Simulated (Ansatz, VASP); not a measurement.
One calculation of CuI, two programs

Contents of INCAR:

```
SYSTEM = CuI
  ALGO = Normal
  EDIFF = 1E-6
  ENCUT = 520
  GGA = PE
  ISIF = 2
  ISMEAR = 0
  LASPH = .True.
  LCHARG = .False.
  LREAL = .False.
  LWAVE = .False.
  NBANDS = 16
  NELM = 60
  PREC = Accurate
  SIGMA = 0.05
```

File KPOINTS:

```
k-points
0
Gamma
  8 8 8
  0 0 0
```

The input POSCAR:

```
CuI
1.0
    0.0000000000      3.0389614612      3.0389614612
    3.0389614612      0.0000000000      3.0389614612
    3.0389614612      3.0389614612      0.0000000000
Cu I
1 1
Direct
    0.7500000000      0.7500000000      0.7500000000
    0.0000000000      0.0000000000      0.0000000000
```

Input for Ansatz:

```yaml
crystal:
  lattice:
    - [0.0, 3.0389614612, 3.0389614612]
    - [3.0389614612, 0.0, 3.0389614612]
    - [3.0389614612, 3.0389614612, 0.0]
  atoms:
    - { symbol: Cu, position: [0.75, 0.75, 0.75] }
    - { symbol: I, position: [0.0, 0.0, 0.0] }
basis:
  ecutwfc: 520.0
kpoints:
  mp_grid: { grid: [8, 8, 8] }
hamiltonian:
  xc: pbe
scf:
  occupations: { method: gaussian, width: 0.05 }
output:
  forces: true
  stress: true
  eigenvalues: true
  write_density: true
  write_potential: true
  elf: true
  volumetric_format: npy
```

Alike in both runs: task single point; functional PBE; k mesh 8 × 8 × 8; occupations gaussian, width 0.05 eV; no spin polarisation.

|  | VASP | Ansatz |
| --- | --- | --- |
| version | VASP 6.6.1 | Ansatz 0.2.0 |
| potentials or method | VASP PAW PBE potentials, release 64 (Cu, I), cutoff 520 eV | scalar-relativistic, plane waves, PAW |
| valence electrons in the cell | 18 | 36 |

|  | VASP | Ansatz | Ansatz less VASP |
| --- | --- | --- | --- |
| gap on the k mesh at the Fermi level (eV) | 1.13 | 1.10 | -0.022 |
| least direct gap on the mesh (eV) | 1.13 | 1.10 | -0.022 |
| pressure (GPa) | 0.4 | 0.0 | -0.35 |

The functional is the same, so the differences come from potentials, cutoffs and numerics. VASP's potentials hold 18 valence electrons a cell and Ansatz's 36, so a difference there can come from the potentials and not from the codes.

Spin-orbit coupling is off throughout.
